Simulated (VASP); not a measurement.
# Ta16Cu in VASP: single point with PBE+D3(BJ)

Aim: the single point of Ta16Cu with PBE+D3(BJ).

Program: VASP 6.6.1. These are calculated values, not measurements. Logs are shortened: lines on timing, memory, paths and dates and some standing lists are left out, and cuts for length are marked.

**1. The cell of the first run**

The cell holds a slab with vacuum, 17 atoms: a = 6.570 Å, b = 6.570 Å, c = 21.910 Å, α = 90.00°, β = 90.00°, γ = 90.00°.

**2. Single point, PBE+D3(BJ)**

INCAR

```
  PREC = Accurate
  ENCUT = 520
  EDIFF = 1E-6
  ISMEAR = 0
  SIGMA = 0.1
  LREAL = Auto
  LASPH = T
  NELM = 60
  ALGO = Normal
  ISIF = 2
  LWAVE = F
  LCHARG = F
  LDIPOL = T
  IDIPOL = 3
  DIPOL = 0.5 0.5 0.308
  GGA = PE
  IVDW = 12
  NBANDS = 108
```

KPOINTS

```
Automatic mesh
0
Gamma
  4 4 1
```

POSCAR

```
Ta16Cu
1.0
    6.5699959905      0.0000000000      0.0000000000
    0.0000000000      6.5699959905      0.0000000000
    0.0000000000      0.0000000000     21.9099229040
Ta Cu
16 1
Direct
    0.2500000000      0.2500000000      0.1825656812
    0.2500000000      0.7500000000      0.1825656812
    0.7500000000      0.2500000000      0.1825656812
    0.7500000000      0.7500000000      0.1825656812
    0.0000000000      0.0000000000      0.2575316683
    0.0000000000      0.5000000000      0.2575316683
    0.5000000000      0.0000000000      0.2575316683
    0.5000000000      0.5000000000      0.2575316683
    0.2500000000      0.2500000000      0.3326484497
    0.2500000000      0.7500000000      0.3326484497
    0.7500000000      0.2500000000      0.3326484497
    0.7500000000      0.7500000000      0.3326484497
    0.0000000000      0.0000000000      0.4020973941
    0.0000000000      0.5000000000      0.4020973941
    0.5000000000      0.0000000000      0.4020973941
    0.5000000000      0.5000000000      0.4020973941
    0.0000000000      0.1875000000      0.5298933709
```

Potentials or basis: VASP PAW PBE potentials, release 64 (Ta_pv, Cu).

Launch:

```bash
cat potpaw_PBE.64/Ta_pv/POTCAR potpaw_PBE.64/Cu/POTCAR > POTCAR
mpirun -np 1 vasp_std > vasp.out
```

OUTCAR:

```text
PREC = Accurate
   ENCUT = 520
   EDIFF = 1E-6
   ISMEAR = 0
   LREAL = Auto
   LASPH = T
   NELM = 60
   ISIF = 2
   GGA = PE
   IVDW = 12
 IVDW          = 12

 ion  position               nearest neighbor table
   1  0.250  0.250  0.183-   5 2.84   6 2.84   7 2.84   8 2.84   2 3.28   3 3.28   2 3.28   3 3.28
                             9 3.29
   2  0.250  0.750  0.183-   5 2.84   6 2.84   7 2.84   8 2.84   1 3.28   4 3.28   1 3.28   4 3.28
                            10 3.29
   3  0.750  0.250  0.183-   5 2.84   6 2.84   7 2.84   8 2.84   1 3.28   4 3.28   4 3.28   1 3.28
                            11 3.29
   4  0.750  0.750  0.183-   5 2.84   6 2.84   7 2.84   8 2.84   2 3.28   3 3.28   3 3.28   2 3.28
                            12 3.29
   5  0.000  0.000  0.258-   1 2.84   2 2.84   3 2.84   4 2.84   9 2.85  10 2.85  11 2.85  12 2.85
                            13 3.17   7 3.28   6 3.28   6 3.28   7 3.28
   6  0.000  0.500  0.258-   1 2.84   2 2.84   3 2.84   4 2.84   9 2.85  10 2.85  11 2.85  12 2.85
                            14 3.17   8 3.28   5 3.28   5 3.28   8 3.28
   7  0.500  0.000  0.258-   1 2.84   2 2.84   3 2.84   4 2.84   9 2.85  10 2.85  11 2.85  12 2.85
                            15 3.17   8 3.28   5 3.28   8 3.28   5 3.28
   8  0.500  0.500  0.258-   1 2.84   2 2.84   3 2.84   4 2.84   9 2.85  10 2.85  11 2.85  12 2.85
                            16 3.17   7 3.28   6 3.28   7 3.28   6 3.28
   9  0.250  0.250  0.333-  13 2.78  14 2.78  15 2.78  16 2.78   5 2.85   6 2.85   7 2.85   8 2.85
                            10 3.28  11 3.28  10 3.28  11 3.28   1 3.29
  10  0.250  0.750  0.333-  13 2.78  14 2.78  15 2.78  16 2.78   5 2.85   6 2.85   7 2.85   8 2.85
                             9 3.28  12 3.28   9 3.28  12 3.28   2 3.29
  11  0.750  0.250  0.333-  13 2.78  14 2.78  15 2.78  16 2.78   5 2.85   6 2.85   7 2.85   8 2.85
                             9 3.28  12 3.28  12 3.28   9 3.28   3 3.29
  12  0.750  0.750  0.333-  13 2.78  14 2.78  15 2.78  16 2.78   5 2.85   6 2.85   7 2.85   8 2.85
                            10 3.28  11 3.28  11 3.28  10 3.28   4 3.29
  13  0.000  0.000  0.402-   9 2.78  10 2.78  11 2.78  12 2.78  17 3.06   5 3.17  15 3.28  14 3.28
                            14 3.28  15 3.28
  14  0.000  0.500  0.402-   9 2.78  10 2.78  11 2.78  12 2.78   6 3.17  13 3.28  16 3.28  13 3.28
                            16 3.28
  15  0.500  0.000  0.402-   9 2.78  10 2.78  11 2.78  12 2.78   7 3.17  13 3.28  16 3.28  16 3.28
                            13 3.28
  16  0.500  0.500  0.402-   9 2.78  10 2.78  11 2.78  12 2.78   8 3.17  14 3.28  15 3.28  15 3.28
                            14 3.28
  17  0.000  0.188  0.530-  13 3.06

  LATTYP: Found a simple tetragonal cell.
 ALAT       =     6.5699959905
 C/A-ratio  =     3.3348457040

  Lattice vectors:

 A1 = (   6.5699959905,   0.0000000000,   0.0000000000)
 A2 = (   0.0000000000,   6.5699959905,   0.0000000000)
 A3 = (   0.0000000000,   0.0000000000,  21.9099229040)

Analysis of symmetry for initial positions (statically):
=====================================================================
 Subroutine PRICEL returns:
 Original cell was already a primitive cell.

 Routine SETGRP: Setting up the symmetry group for a
 simple tetragonal supercell.

 Subroutine GETGRP returns: Found  2 space group operations
 (whereof  2 operations were pure point group operations)
 out of a pool of 16 trial point group operations.

The static configuration has the point symmetry C_1h.

Analysis of symmetry for dynamics (positions and initial velocities):
=====================================================================
 Subroutine PRICEL returns:
 Original cell was already a primitive cell.

 Routine SETGRP: Setting up the symmetry group for a
 simple tetragonal supercell.

 Subroutine GETGRP returns: Found  2 space group operations
 (whereof  2 operations were pure point group operations)
 out of a pool of 16 trial point group operations.

The dynamic configuration has the point symmetry C_1h.

 Subroutine INISYM returns: Found  2 space group operations
 (whereof  2 operations are pure point group operations),
 and found     1 'primitive' translations

----------------------------------------------------------------------------------------

                                     Primitive cell

  volume of cell :     945.7385

  direct lattice vectors                    reciprocal lattice vectors
     6.569995990  0.000000000  0.000000000     0.152207094  0.000000000  0.000000000
     0.000000000  6.569995990  0.000000000     0.000000000  0.152207094  0.000000000
[... 63 lines left out ...]
     0.000000000  0.000000000  0.000000000

 Subroutine IBZKPT returns following result:
 ===========================================

 Found      9 irreducible k-points:

 Following reciprocal coordinates:
            Coordinates               Weight
  0.000000  0.000000  0.000000      1.000000
  0.250000  0.000000  0.000000      2.000000
  0.000000  0.250000  0.000000      2.000000
  0.500000  0.000000  0.000000      1.000000
  0.000000  0.500000  0.000000      1.000000
  0.250000  0.250000  0.000000      4.000000
  0.500000  0.250000  0.000000      2.000000
 -0.250000  0.500000  0.000000      2.000000
  0.500000  0.500000  0.000000      1.000000
   k-points           NKPTS =      9   k-points in BZ     NKDIM =      9   number of bands    NBANDS=    108
   number of dos      NEDOS =    301   number of ions     NIONS =     17
   total plane-waves  NPLWV = 420000
   dimension x,y,z NGX =    50 NGY =   50 NGZ =  168
   dimension x,y,z NGXF=   100 NGYF=  100 NGZF=  336
   ions per type =              16   1
   NGX,Y,Z   is equivalent  to a cutoff of  12.65, 12.65, 12.75 a.u.
   NGXF,Y,Z  is equivalent  to a cutoff of  25.30, 25.30, 25.49 a.u.
 SYSTEM =  unknown system
   PREC   = accura    normal or accurate (medium, high low for compatibility)
   ISTART =      0    job   : 0-new  1-cont  2-samecut
   ICHARG =      2    charge: 1-file 2-atom 10-const
   ISPIN  =      1    spin polarized calculation?
   LNONCOLLINEAR =      F non collinear calculations
   LSORBIT =      F    spin-orbit coupling
   LASPH  =      T    aspherical Exc in radial PAW
   ENCUT  =  520.0 eV  38.22 Ry    6.18 a.u.  12.22 12.22 40.74*2*pi/ulx,y,z
   NELM   =     60;   NELMIN=  2; NELMDL= -5     # of ELM steps
   EDIFF  = 0.1E-05   stopping-criterion for ELM
   LREAL  =      T    real-space projection
   EDIFFG = 0.1E-04   stopping-criterion for IOM
   NSW    =      0    number of steps for IOM
   IBRION =     -1    ionic relax: 0-MD 1-quasi-New 2-CG
   NFREE  =      0    steps in history (QN), initial steepest desc. (CG)
   ISIF   =      2    stress and relaxation
   ISYM   =      2    0-nonsym 1-usesym 2-fastsym
   POTIM  = 0.5000    time-step for ionic-motion
   TEBEG  =    0.0;   TEEND  =   0.0 temperature during run
   PSTRESS=    0.0 pullay stress
   NELECT =     187.0000    total number of electrons
   NUPDOWN=      -1.0000    fix difference up-down
   EMIN   =  10.00;   EMAX   =-10.00  energy-range for DOS
   EFERMI =   0.00;   METHOD = LEGACY
   ISMEAR =     0;   SIGMA  =   0.10  broadening in eV -4-tet -1-fermi 0-gaus
   EFERMI_NEDOS =   21; number of points for ismear=-14 and -15
   IALGO  =     38    algorithm
   IMIX   =      4    mixing-type and parameters
     AMIX     =   0.40;   BMIX     =  1.00
     AMIX_MAG =   1.60;   BMIX_MAG =  1.00
  volume/ion in A,a.u.               =      55.63       375.42
  Fermi-wavevector in a.u.,A,eV,Ry     =   0.953744  1.802314 12.376227  0.909627
  Thomas-Fermi vector in A             =   2.082427
   LORBIT       =      0    0 simple, 1 ext, 2 COOP (PROOUT), +10 PAW based schemes
   GGA     = PE    functional components
   LHFCALC =     F    Hartree Fock is set to
   AEXX    =    0.0000 exact exchange contribution
   IVDW    =    12    specifies the selected vdW correction
   LEPSILON=     F    determine dielectric tensor
   LRPA    =     F    only Hartree local field effects (RPA)
 non-spin polarized calculation
 Gauss-broadening in eV      SIGMA  =   0.10
  energy-cutoff  :      520.00
  volume of cell :      945.74
 maximum number of plane-waves:     25516
 NGX is ok and might be reduce to    50
   NGX = 25   NGY = 25   NGZ = 81

 dipolmoment           0.000000      0.000000     -0.000632 electrons x Angstroem

 number of electron     186.9999992 magnetization

 dipolmoment           0.000000      0.000000      0.001304 electrons x Angstroem

 Free energy of the ion-electron system (eV)
  ---------------------------------------------------
  ext. energy  EPLUGINS =         0.00000000
  ---------------------------------------------------
  free energy    TOTEN  =      -176.52064917 eV

  energy without entropy =     -176.44480893  energy(sigma->0) =     -176.48272905

 E-fermi :  -0.7245     XC(G=0):  -5.2204

 val. band max:       -0.7648006350   @ k =   0.0000   0.0000   0.0000
 cond. band min:      -0.7140241121   @ k =   0.0000   0.2500   0.0000
 fundamental gap:      0.0507765229
 Fermi energy:        -0.7245072531

 k-point     1 :       0.0000    0.0000    0.0000
  band No.  band energies     occupation
      1     -35.7119      2.00000
      2     -35.7055      2.00000
      3     -35.6959      2.00000
      4     -35.6945      2.00000
      5     -35.6903      2.00000
      6     -35.6886      2.00000
[... 961 lines left out ...]
    104      -0.2577      0.00000
    105      -0.2434      0.00000
 [bands above 105 left out]

------------------------ aborting loop because EDIFF is reached ----------------------------------------

 vacuum level on the upper side and lower side of the slab       (xc-potential included)        -0.175        -0.168

 Edisp (eV)   -6.82730

 E8    (eV) :    -3.7116

  FORCE on cell =-STRESS in cart. coord.  units (eV):
  Direction    XX          YY          ZZ          XY          YZ          ZX
  --------------------------------------------------------------------------------------
  -------------------------------------------------------------------------------------
  Total     -18.54899   -19.91984    -6.87409     0.00000    -0.00332     0.00000
  in kB     -31.42387   -33.74624   -11.64540     0.00000    -0.00562     0.00000
  external pressure =      -25.61 kB  Pullay stress =        0.00 kB

 VOLUME and BASIS-vectors are now :
 -----------------------------------------------------------------------------
  energy-cutoff  :      520.00
  volume of cell :      945.74
      direct lattice vectors                 reciprocal lattice vectors
     6.569995990  0.000000000  0.000000000     0.152207094  0.000000000  0.000000000
     0.000000000  6.569995990  0.000000000     0.000000000  0.152207094  0.000000000
     0.000000000  0.000000000 21.909922904     0.000000000  0.000000000  0.045641420

 POSITION                                       TOTAL-FORCE (eV/Angst)
 -----------------------------------------------------------------------------------
      1.64250      1.64250      4.00000        -0.006416      0.003568      0.525075
      1.64250      4.92750      4.00000         0.025377     -0.004961      0.475239
      4.92750      1.64250      4.00000         0.006416      0.003568      0.525075
      4.92750      4.92750      4.00000        -0.025377     -0.004961      0.475239
      0.00000      0.00000      5.64250         0.000000      0.041199     -0.619560
      0.00000      3.28500      5.64250         0.000000     -0.038691     -0.555430
[... 9 lines left out ...]
      3.28500      3.28500      8.80992         0.000000     -0.040116     -0.180472
      0.00000      1.23187     11.60992         0.000000     -0.008353     -1.487767
 -----------------------------------------------------------------------------------
    total drift:                                0.000000      0.003232     -0.003250

  FREE ENERGIE OF THE ION-ELECTRON SYSTEM (eV)
  ---------------------------------------------------
  free  energy   TOTEN  =      -183.3479531997 eV

  energy  without entropy=     -183.2721129524  energy(sigma->0) =     -183.31003308

 vacuum level on the upper side and lower side of the slab         3.197         3.205
```

Run time: 33 min. Hardware: 1 thread of Intel Xeon 6975P-C (Granite Rapids), shared host; peak memory 1.1 GiB.

What came out:

```yaml
Free_energy: -183.3480 eV
Largest_force: 1.488 eV/Å
Band_gap_on_the_k_mesh: zero (an odd number of electrons rules out a gap without spin polarisation)
Dispersion_energy_per_atom: -0.402 eV
```

Forces on the atoms (eV/Å):
```
Ta  -0.006  0.004  0.525
Ta   0.025 -0.005  0.475
Ta   0.006  0.004  0.525
Ta  -0.025 -0.005  0.475
Ta   0.000  0.041 -0.620
Ta   0.000 -0.039 -0.555
Ta   0.000  0.037 -0.486
Ta   0.000 -0.035 -0.482
Ta   0.025  0.003 -0.154
Ta   0.046 -0.016  0.047
Ta  -0.025  0.003 -0.154
Ta  -0.046 -0.016  0.047
Ta   0.000  0.450  1.240
Ta   0.000 -0.465  0.760
Ta   0.000  0.087  0.024
Ta   0.000 -0.040 -0.180
Cu   0.000 -0.008 -1.488
```

Caveat: spin-orbit coupling is left out, which moves the levels of the heavy elements.

The gap in the log of VASP goes by the Fermi energy; the results here count the filled bands.